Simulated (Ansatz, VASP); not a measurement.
One calculation of HC18N, two programs

```
C N H
1.0
     7.39800    0.00000    0.00000
    -3.69900    6.40686    0.00000
     0.00000    0.00000   11.00000
C N H
18 1 1
Direct
  0.01070 0.01057 0.12079
  0.23465 0.12809 0.09377
  0.00947 0.35332 0.09369
  0.22689 0.45870 0.09123
  0.00623 0.68010 0.08477
  0.22922 0.79168 0.08551
  0.34125 0.01505 0.08478
  0.56144 0.12487 0.08476
  0.34005 0.34552 0.09125
  0.56298 0.45768 0.08643
  0.33903 0.68164 0.08646
  0.56209 0.79374 0.09082
  0.66851 0.01166 0.09352
  0.89194 0.12939 0.12075
  0.67304 0.34786 0.08546
  0.89639 0.45992 0.08470
  0.67509 0.68073 0.09081
  0.89303 0.78716 0.09354
  0.95758 0.07632 0.23609
  0.82939 0.94814 0.27267
```

Alike in both runs: functional PBEsol; k mesh 2 × 2 × 1; occupations fermi-dirac, width 0.05 eV; no spin polarisation.

Ansatz relaxed the structure, and its values are those at the end. VASP's run is a single point on that final structure, the one shown.

```csv
,VASP,Ansatz
version,VASP 6.6.1,Ansatz 0.2.0
potentials or method,"VASP PAW PBE potentials, release 64 (C, N, H), cutoff 520 eV","scalar-relativistic, plane waves, PAW"
valence electrons in the cell,78,78
```

VASP gave:

| Property | Result |
| --- | --- |
| rms of the force components (eV/Å) | 0.021 |

Problem. What did Ansatz give for the same quantities?

Solution. rms of the force components (eV/Å): 0.007.

VASP's potentials were made for PBE, not for PBEsol. The functional is the same, so the differences come from potentials, cutoffs and numerics.

The k mesh is coarse, so the values compare programs but aren't converged.
